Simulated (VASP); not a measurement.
# Au (I4/mmm) in VASP: a series of runs

Runs on Au. Level: PBEsol. Tasks: single point.

All numbers are computed with VASP 6.6.1; they aren't measurements. Logs are shortened: lines on timing, memory, paths and dates and some standing lists are left out, and cuts for length are marked.

## (1) The cell of the first run

The structure is tetragonal, space group I4/mmm (No. 139). The conventional cell has a = 3.408 Å, b = 3.408 Å, c = 3.135 Å, α = 90.00°, β = 90.00°, γ = 90.00°. Au (site symmetry 4/mmm) has 14 Au at 2.87 to 3.41 Å within 3.8 Å.

## (2) Single point, PBEsol

Input file INCAR:

```
PREC     = Accurate       # precision mode
ENCUT    = 520            # plane-wave cutoff, eV
EDIFF    = 1E-6           # SCF threshold, eV
ISMEAR   = 0              # smearing method
SIGMA    = 0.15           # smearing width, eV
LREAL    = False          # projectors in reciprocal space
LASPH    = True           # aspherical terms in the spheres
NELM     = 100            # most SCF steps
ALGO     = Fast           # electronic algorithm
ISIF     = 2              # what is computed and relaxed
LWAVE    = False          # write WAVECAR
LCHARG   = False          # write CHGCAR
GGA      = PS             # functional
NBANDS   = 12             # bands
```

Input file KPOINTS:

```
regular mesh
0
Gamma
  22 22 22
```

Input file POSCAR:

```
Au
1.0
   -1.7039770099      1.7039770099      1.5676588491
    1.7039770099     -1.7039770099      1.5676588491
    1.7039770099      1.7039770099     -1.5676588491
Au
1
Direct
    0.0000000000      0.0000000000      0.0000000000
```

Potentials or basis: VASP PAW PBE potentials, release 64 (Au).

The run is started by

```console
$ cat potpaw_PBE.64/Au/POTCAR > POTCAR
$ mpirun -np 1 vasp_std > vasp.out
```

OUTCAR:

```text
PREC = Accurate
   ENCUT = 520
   EDIFF = 1E-6
   ISMEAR = 0
   LREAL = False
   LASPH = True
   NELM = 100
   ISIF = 2
   GGA = PS

 ion  position               nearest neighbor table
   1  0.000  0.000  0.000-

  LATTYP: Found a body centered tetragonal cell.
 ALAT       =     3.4079540198
 C/A-ratio  =     0.9200000000

  Lattice vectors:

 A1 = (  -1.7039770099,   1.7039770099,   1.5676588491)
 A2 = (   1.7039770099,  -1.7039770099,   1.5676588491)
 A3 = (   1.7039770099,   1.7039770099,  -1.5676588491)

Analysis of symmetry for initial positions (statically):
=====================================================================
 Subroutine PRICEL returns:
 Original cell was already a primitive cell.

 Routine SETGRP: Setting up the symmetry group for a
 body centered tetragonal supercell.

 Subroutine GETGRP returns: Found 16 space group operations
 (whereof 16 operations were pure point group operations)
 out of a pool of 16 trial point group operations.

The static configuration has the point symmetry D_4h.

Analysis of symmetry for dynamics (positions and initial velocities):
=====================================================================
 Subroutine PRICEL returns:
 Original cell was already a primitive cell.

 Routine SETGRP: Setting up the symmetry group for a
 body centered tetragonal supercell.

 Subroutine GETGRP returns: Found 16 space group operations
 (whereof 16 operations were pure point group operations)
 out of a pool of 16 trial point group operations.

The dynamic configuration has the point symmetry D_4h.

 Subroutine INISYM returns: Found 16 space group operations
 (whereof 16 operations are pure point group operations),
 and found     1 'primitive' translations

----------------------------------------------------------------------------------------

                                     Primitive cell

  volume of cell :      18.2070

  direct lattice vectors                    reciprocal lattice vectors
    -1.703977010  1.703977010  1.567658849     0.000000000  0.293431189  0.318946945
     1.703977010 -1.703977010  1.567658849     0.293431189  0.000000000  0.318946945
     1.703977010  1.703977010 -1.567658849     0.293431189  0.293431189  0.000000000

  length of vectors
     2.874826876  2.874826876  2.874826876     0.433392450  0.433392450  0.414974367

  position of ions in fractional coordinates (direct lattice)
     0.000000000  0.000000000  0.000000000

  ion indices of the primitive-cell ions
   primitive index   ion index
                 1           1

[... 82 lines left out ...]
   NELECT =      11.0000    total number of electrons
   NUPDOWN=      -1.0000    fix difference up-down
   EMIN   =  10.00;   EMAX   =-10.00  energy-range for DOS
   EFERMI =   0.00;   METHOD = LEGACY
   ISMEAR =     0;   SIGMA  =   0.15  broadening in eV -4-tet -1-fermi 0-gaus
   EFERMI_NEDOS =   21; number of points for ismear=-14 and -15
   IALGO  =     68    algorithm
   IMIX   =      4    mixing-type and parameters
     AMIX     =   0.40;   BMIX     =  1.00
     AMIX_MAG =   1.60;   BMIX_MAG =  1.00
  volume/ion in A,a.u.               =      18.21       122.87
  Fermi-wavevector in a.u.,A,eV,Ry     =   1.383968  2.615320 26.060157  1.915367
  Thomas-Fermi vector in A             =   2.508516
   LORBIT       =      0    0 simple, 1 ext, 2 COOP (PROOUT), +10 PAW based schemes
   GGA     = PS    functional components
   LHFCALC =     F    Hartree Fock is set to
   AEXX    =    0.0000 exact exchange contribution
   IVDW    =     0    specifies the selected vdW correction
   LEPSILON=     F    determine dielectric tensor
   LRPA    =     F    only Hartree local field effects (RPA)
 non-spin polarized calculation
 RMM-DIIS sequential band-by-band and
 Gauss-broadening in eV      SIGMA  =   0.15
  energy-cutoff  :      520.00
  volume of cell :       18.21
 maximum number of plane-waves:       513
 NGX is ok and might be reduce to    24

 number of electron      11.0000002 magnetization

 Free energy of the ion-electron system (eV)
  ---------------------------------------------------
  ext. energy  EPLUGINS =         0.00000000
  ---------------------------------------------------
  free energy    TOTEN  =        -3.87011765 eV

  energy without entropy =       -3.86697749  energy(sigma->0) =       -3.86854757

 E-fermi :   8.2383     XC(G=0): -12.4970

 val. band max:        8.2262721662   @ k =   0.4091   0.0455   0.0455
 cond. band min:       8.2433205401   @ k =  -0.2727   0.4545   0.1364
 fundamental gap:      0.0170483739
 Fermi energy:         8.2382709095

 k-point     1 :       0.0000    0.0000    0.0000
  band No.  band energies     occupation
      1      -1.0170      2.00000
      2       3.3945      2.00000
      3       3.9173      2.00000
      4       3.9173      2.00000
      5       5.0911      2.00000
      6       5.7169      2.00000
      7      24.1675      0.00000
      8      24.1675      0.00000
      9      25.7566      0.00000
     10      30.6332      0.00000
     11      30.6333      0.00000
     12      32.3175      0.00000
[... 331 lines left out ...]
 k-point    24 :      -0.4545    0.0455   -0.0000
  band No.  band energies     occupation
      1       1.6246      2.00000
      2       2.6299      2.00000
      3       5.3464      2.00000
      4       5.6979      2.00000
      5       6.3346      2.00000
      6       7.3441      2.00000
      7      13.0773      0.00000
      8      20.2926      0.00000
      9      21.2281      0.00000
     10      28.3600      0.00000
     11      29.0195      0.00000
     12      31.4038      0.00000

 [... further k-points ...]

------------------------ aborting loop because EDIFF is reached ----------------------------------------

  FORCE on cell =-STRESS in cart. coord.  units (eV):
  Direction    XX          YY          ZZ          XY          YZ          ZX
  --------------------------------------------------------------------------------------
  -------------------------------------------------------------------------------------
  Total       -1.0434484     -1.0434484     -1.1387555      0.0000000     -0.0000000      0.0000000
  in kB      -91.8211163    -91.8211163   -100.2079208      0.0000000     -0.0000000      0.0000000
  external PRESSURE =     -94.6167178 kB  Pullay stress =       0.0000000 kB

 VOLUME and BASIS-vectors are now :
 -----------------------------------------------------------------------------
  energy-cutoff  :      520.00
  volume of cell :       18.21
      direct lattice vectors                 reciprocal lattice vectors
    -1.703977010  1.703977010  1.567658849     0.000000000  0.293431189  0.318946945
     1.703977010 -1.703977010  1.567658849     0.293431189  0.000000000  0.318946945
     1.703977010  1.703977010 -1.567658849     0.293431189  0.293431189  0.000000000

 POSITION                                       TOTAL-FORCE (eV/Angst)
 -----------------------------------------------------------------------------------
      0.00000      0.00000      0.00000         0.000000      0.000000      0.000000
 -----------------------------------------------------------------------------------
    total drift:                                0.000000      0.000000     -0.000000

  FREE ENERGIE OF THE ION-ELECTRON SYSTEM (eV)
  ---------------------------------------------------
  free  energy   TOTEN  =        -3.8701176523 eV

  energy  without entropy=       -3.8669774918  energy(sigma->0) =       -3.86854757
```

OSZICAR:

```text
N       E                     dE             d eps       ncg     rms          rms(c)
DAV:   1     0.486775027943E+02    0.48678E+02   -0.55090E+03 20704   0.808E+02
DAV:   2    -0.350736917123E+01   -0.52185E+02   -0.49038E+02 23688   0.184E+02
DAV:   3    -0.421544712825E+01   -0.70808E+00   -0.70734E+00 23740   0.207E+01
DAV:   4    -0.421781618921E+01   -0.23691E-02   -0.23690E-02 22896   0.139E+00
DAV:   5    -0.421783414122E+01   -0.17952E-04   -0.17952E-04 23864   0.116E-01    0.765E+00
RMM:   6    -0.389014593083E+01    0.32769E+00   -0.41255E-01 20047   0.526E+00    0.488E+00
RMM:   7    -0.387274655936E+01    0.17399E-01   -0.34463E-02 21333   0.172E+00    0.267E+00
RMM:   8    -0.387019829118E+01    0.25483E-02   -0.32194E-03 22113   0.492E-01    0.418E-01
RMM:   9    -0.387011520751E+01    0.83084E-04   -0.53692E-04 23298   0.194E-01    0.102E-01
RMM:  10    -0.387011833268E+01   -0.31252E-05   -0.73675E-05 23082   0.656E-02    0.639E-02
RMM:  11    -0.387011758905E+01    0.74362E-06   -0.12202E-05 22468   0.247E-02    0.110E-02
RMM:  12    -0.387011765225E+01   -0.63200E-07   -0.16027E-06 18028   0.827E-03
   1 F= -.38701177E+01 E0= -.38685476E+01  d E =-.314016E-02
```

Run time: 1.8 min. Hardware: 1 thread of Intel Xeon 8259CL, shared host; peak memory 0.29 GiB.

Results:

- Free energy: -3.8701 eV
- Pressure: -9.5 GPa
- Band gap on the k mesh: zero (an odd number of electrons rules out a gap without spin polarisation)

Levels at points of the mesh, in eV from the Fermi level:
| k point | band 4 | band 5 | band 6 | band 7 | band 8 | band 9 |
| --- | --- | --- | --- | --- | --- | --- |
| (0.00, 0.00, 0.00) | -4.32 | -3.15 | -2.52 | 15.93 | 15.93 | 17.52 |
| (0.50, 0.00, 0.00) | -2.30 | -1.41 | -0.26 | 3.41 | 11.90 | 12.81 |
| (0.50, 0.50, 0.00) | -2.77 | -1.48 | -0.73 | 2.74 | 13.12 | 14.70 |
| (0.50, 0.50, 0.50) | -1.80 | -1.64 | 5.41 | 5.41 | 7.80 | 8.65 |

Caveat: the cell stands under tension; the PAW data sets were made with another functional, which shifts forces and pressure a little; spin-orbit coupling is left out, which moves the levels of the heavy elements.

## (3) Single point, PBEsol

Input file INCAR:

```
SYSTEM = Au
PREC = Accurate
ENCUT = 520
EDIFF = 1E-6
ISMEAR = 0
SIGMA = 0.15
LREAL = .False.
LASPH = .True.
NELM = 80
ALGO = Fast
ISIF = 2
LWAVE = .False.
LCHARG = .False.
GGA = PS
NBANDS = 12
```

Input file KPOINTS:

```
Automatic mesh
0
Gamma
  22 22 22
  0 0 0
```

Input file POSCAR:

```
Au
1.0
   -1.6054450485      1.6054450485      1.7659895533
    1.6054450485     -1.6054450485      1.7659895533
    1.6054450485      1.6054450485     -1.7659895533
Au
1
Direct
    0.0000000000      0.0000000000      0.0000000000
```

Potentials or basis: VASP PAW PBE potentials, release 64 (Au).

The run is started by

```console
$ cat potpaw_PBE.64/Au/POTCAR > POTCAR
$ mpirun -np 1 vasp_std > vasp.out
```

OUTCAR:

```text
SYSTEM = Au
   PREC = Accurate
   ENCUT = 520
   EDIFF = 1E-6
   ISMEAR = 0
   LREAL = .False.
   LASPH = .True.
   NELM = 80
   ISIF = 2
   GGA = PS

 ion  position               nearest neighbor table
   1  0.000  0.000  0.000-

  LATTYP: Found a body centered tetragonal cell.
 ALAT       =     3.2108900970
 C/A-ratio  =     1.1000000000

  Lattice vectors:

 A1 = (  -1.6054450485,   1.6054450485,   1.7659895533)
 A2 = (   1.6054450485,  -1.6054450485,   1.7659895533)
 A3 = (   1.6054450485,   1.6054450485,  -1.7659895533)

Analysis of symmetry for initial positions (statically):
=====================================================================
 Subroutine PRICEL returns:
 Original cell was already a primitive cell.

 Routine SETGRP: Setting up the symmetry group for a
 body centered tetragonal supercell.

 Subroutine GETGRP returns: Found 16 space group operations
 (whereof 16 operations were pure point group operations)
 out of a pool of 16 trial point group operations.

The static configuration has the point symmetry D_4h.

Analysis of symmetry for dynamics (positions and initial velocities):
[... 172 lines left out ...]
      5       5.0947      2.00000
      6       5.6818      2.00000
      7      23.7640      0.00000
      8      25.1884      0.00000
      9      25.1884      0.00000
     10      29.5651      0.00000
     11      32.0760      0.00000
     12      32.4557      0.00000
[... 331 lines left out ...]
 k-point    24 :      -0.4545    0.0455   -0.0000
  band No.  band energies     occupation
      1       1.5518      2.00000
      2       3.0052      2.00000
      3       4.8759      2.00000
      4       5.6833      2.00000
      5       6.2007      2.00000
      6       7.2053      2.00000
      7      12.3992      0.00000
      8      21.1454      0.00000
      9      22.5069      0.00000
     10      29.0492      0.00000
     11      30.0741      0.00000
     12      30.2449      0.00000

 [... further k-points ...]

------------------------ aborting loop because EDIFF is reached ----------------------------------------

  FORCE on cell =-STRESS in cart. coord.  units (eV):
  Direction    XX          YY          ZZ          XY          YZ          ZX
  --------------------------------------------------------------------------------------
  -------------------------------------------------------------------------------------
  Total       -1.1105215     -1.1105215     -1.0252054      0.0000000      0.0000000      0.0000000
  in kB      -97.7233956    -97.7233956    -90.2157709      0.0000000      0.0000000      0.0000000
  external PRESSURE =     -95.2208541 kB  Pullay stress =       0.0000000 kB

 VOLUME and BASIS-vectors are now :
 -----------------------------------------------------------------------------
  energy-cutoff  :      520.00
  volume of cell :       18.21
      direct lattice vectors                 reciprocal lattice vectors
    -1.605445049  1.605445049  1.765989553     0.000000000  0.311440121  0.283127383
     1.605445049 -1.605445049  1.765989553     0.311440121  0.000000000  0.283127383
     1.605445049  1.605445049 -1.765989553     0.311440121  0.311440121  0.000000000

 POSITION                                       TOTAL-FORCE (eV/Angst)
 -----------------------------------------------------------------------------------
      0.00000      0.00000      0.00000        -0.000000     -0.000000      0.000000
 -----------------------------------------------------------------------------------
    total drift:                               -0.000000      0.000000      0.000000

  FREE ENERGIE OF THE ION-ELECTRON SYSTEM (eV)
  ---------------------------------------------------
  free  energy   TOTEN  =        -3.8699714687 eV

  energy  without entropy=       -3.8664500967  energy(sigma->0) =       -3.86821078
```

It took 1.7 min on 1 thread of Intel Xeon 8259CL, shared host; peak memory 0.29 GiB.

Results:

* Free energy: -3.8700 eV
* Pressure: -9.5 GPa
* Band gap on the k mesh: zero (an odd number of electrons rules out a gap without spin polarisation)

Caveat: the cell stands under tension; the PAW data sets were made with another functional, which shifts forces and pressure a little; spin-orbit coupling is left out, which moves the levels of the heavy elements.

## (4) Single point, PBEsol

This run uses another cell than the first one, of the same volume but with other edges.

Input file INCAR:

```
ALGO = Fast
EDIFF = 1E-6
ENCUT = 520
GGA = PS
ISIF = 2
ISMEAR = 0
LASPH = True
LCHARG = False
LREAL = False
LWAVE = False
NBANDS = 12
NELM = 60
PREC = Accurate
SIGMA = 0.15
```

Input file KPOINTS:

```
k-points
0
Gamma
  22 22 22
```

Input file POSCAR:

```
Au
1.0
   -1.9131773084      1.9131773084      1.2435652505
    1.9131773084     -1.9131773084      1.2435652505
    1.9131773084      1.9131773084     -1.2435652505
Au
1
Direct
    0.0000000000      0.0000000000      0.0000000000
```

The run is started by

```console
$ cat potpaw_PBE.64/Au/POTCAR > POTCAR
$ mpirun -np 1 vasp_std > vasp.out
```

It took 1.7 min on 1 thread of Intel Xeon 8259CL, shared host; peak memory 0.29 GiB.

It converged, with:

| Item | Value |
| --- | --- |
| Free energy | -3.5858 eV |
| Pressure | 6.8 GPa |
| Band gap on the k mesh | zero (an odd number of electrons rules out a gap without spin polarisation) |

Stress tensor (GPa, compression positive):
```
-10.39   0.00   0.00
  0.00 -10.39   0.00
  0.00   0.00  41.20
```

Levels at points of the mesh, in eV from the Fermi level:
| k point | band 2 | band 3 | band 4 | band 5 | band 6 | band 7 | band 8 | band 9 | band 10 | band 11 |
| --- | --- | --- | --- | --- | --- | --- | --- | --- | --- | --- |
| (0.00, 0.00, 0.00) | -5.93 | -5.63 | -2.45 | -2.45 | -2.22 | 12.77 | 12.77 | 19.88 | 22.74 | 22.82 |
| (0.50, 0.00, 0.00) | -6.11 | -2.96 | -2.11 | -1.13 | 1.37 | 6.48 | 11.52 | 11.54 | 18.41 | 20.12 |
| (0.50, 0.50, 0.00) | -5.33 | -3.33 | -2.68 | -1.52 | -1.22 | 1.15 | 16.16 | 16.69 | 22.16 | 23.61 |
| (0.50, 0.50, 0.50) | -6.08 | -1.45 | -1.35 | -1.35 | 2.86 | 2.86 | 5.72 | 11.69 | 16.84 | 23.56 |

Caveat: the stress differs along the axes, from -10 to 41 GPa; the PAW data sets were made with another functional, which shifts forces and pressure a little; spin-orbit coupling is left out, which moves the levels of the heavy elements.

## (5) Summary

| cell | gap on the mesh (eV) | pressure (GPa) |
| --- | --- | --- |
| a = 2.875 Å, angles 107.3, 107.3, 113.9°, 1 atom | none | -9.5 |
| a = 2.876 Å, angles 112.1, 112.1, 104.2°, 1 atom | none | -9.5 |
| a = 2.978 Å, angles 100.0, 100.0, 130.6°, 1 atom | none | 6.8 |

Alike in all rows: task single point; level PBEsol; potentials or basis VASP PAW PBE potentials, release 64 (Au); no spin polarisation; k mesh 22 × 22 × 22; cutoff (eV) 520; smearing gaussian 0.15 eV.

Caveats: the PAW data sets were made with another functional, which shifts forces and pressure a little; spin-orbit coupling is left out, which moves the levels of the heavy elements; the cell stands under tension (at least some runs); the stress differs along the axes, from -10 to 41 GPa (at least some runs).

Absolute energies hang on the potentials; compare differences alone.
